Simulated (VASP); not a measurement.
Here is a VASP 6.6.1 calculation.

File POSCAR:

```
CdS
1.0
    4.1500000000      0.0000000000      0.0000000000
   -2.0750000000      3.5940054257      0.0000000000
    0.0000000000      0.0000000000      6.7370000000
Cd S
2 2
Direct
    0.6666666667      0.3333333333      0.5000000000
    0.3333333333      0.6666666667      0.0000000000
    0.6666666667      0.3333333333      0.8750000000
    0.3333333333      0.6666666667      0.3750000000
```

The input INCAR.step1:

```
SYSTEM = CdS
PREC = Accurate
ENCUT = 520
EDIFF = 1E-5
ISMEAR = -1
SIGMA = 0.05
LREAL = .False.
LASPH = .True.
NELM = 80
ALGO = Normal
ISIF = 2
LWAVE = .True.
LCHARG = .False.
NBANDS = 26
GGA = PE
```

Contents of INCAR.step2:

```
SYSTEM = CdS
PREC = Accurate
ENCUT = 520
EDIFF = 1E-6
ISMEAR = -1
SIGMA = 0.05
LREAL = .False.
LASPH = .True.
NELM = 80
ALGO = Normal
ISIF = 2
LWAVE = .False.
LCHARG = .False.
GGA = PS
LHFCALC = .True.
AEXX = 0.25
HFSCREEN = 0.207
PRECFOCK = Normal
NBANDS = 26
ISTART = 1
```

Contents of KPOINTS:

```
regular mesh
0
Gamma
  4 4 3
  0 0 0
```

Potentials or basis: VASP PAW PBE potentials, release 64 (Cd, S).

Run with:

```bash
$ cat potpaw_PBE.64/Cd/POTCAR potpaw_PBE.64/S/POTCAR > POTCAR
$ cp INCAR.step1 INCAR
$ mpirun -np 1 vasp_std > vasp.out
$ cp INCAR.step2 INCAR
$ mpirun -np 1 vasp_std > vasp.out
```

Estimate the pressure.

-0.9 GPa.

Estimate the largest force.

0.061 eV/Å.

Stress tensor (GPa, compression positive):
```
-1.03  0.00  0.00
 0.00 -1.03  0.00
 0.00  0.00 -0.65
```

Caveat: the k points lie up to 0.44 Å⁻¹ apart; the PAW data sets were made with another functional, which shifts forces and pressure a little.
